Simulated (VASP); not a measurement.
Wanted: the native input for a VASP 6.6.1 run.

- Task: single point
- Functional: PBE
- Potentials or basis: VASP PAW PBE potentials, release 64 (Ga_d, As)
- Cutoff: 520 eV
- k mesh: 8 × 8 × 8
- Occupations: gaussian, width 0.1 eV
- Spin: no spin polarisation
- Dipole correction: no
- Further INCAR settings: ALGO = Normal; EDIFF = 1e-06; NBANDS = 28

The structure of Ga2As3 lies in POSCAR:

```
Ga2As3
1.0
    4.9762385316      0.0000000000      0.0000000000
    0.0000000000      4.9762385316      0.0000000000
    0.0000000000      0.0000000000      4.9762385316
Ga As
2 3
Direct
    0.0000000000      0.0000000000      0.0000000000
    0.5000000000      0.5000000000      0.5000000000
    0.0000000000      0.5000000000      0.5000000000
    0.5000000000      0.0000000000      0.5000000000
    0.5000000000      0.5000000000      0.0000000000
```

One way to write it, as run:

INCAR

```
SYSTEM = Ga2As3
PREC     = Accurate       ! precision mode
ENCUT    = 520            ! plane-wave cutoff, eV
EDIFF    = 1E-6           ! SCF threshold, eV
ISMEAR   = 0              ! smearing method
SIGMA    = 0.1            ! smearing width, eV
LREAL    = .FALSE.        ! projectors in reciprocal space
LASPH    = .TRUE.         ! aspherical terms in the spheres
NELM     = 100            ! most SCF steps
ALGO     = Normal         ! electronic algorithm
ISIF     = 2              ! what is computed and relaxed
LWAVE    = .FALSE.        ! write WAVECAR
LCHARG   = .TRUE.         ! write CHGCAR
GGA      = PE             ! functional
LELF     = .TRUE.         ! ELF
LVHAR    = .TRUE.       
NBANDS   = 28             ! bands
```

KPOINTS

```
Automatic mesh
0
G
  8 8 8
  0 0 0
```

Potentials or basis: VASP PAW PBE potentials, release 64 (Ga_d, As).

Run with:

```bash
$ cat potpaw_PBE.64/Ga_d/POTCAR potpaw_PBE.64/As/POTCAR > POTCAR
$ mpirun -np 1 vasp_std > vasp.out
```

It gave:

```
Pressure : 0.1 GPa
```

It took 85 s on 1 thread of Intel(R) Xeon(R) Platinum 8259CL CPU @ 2.50GHz (Skylake/Cascade Lake), on a shared host, peak memory 0.3 GiB.
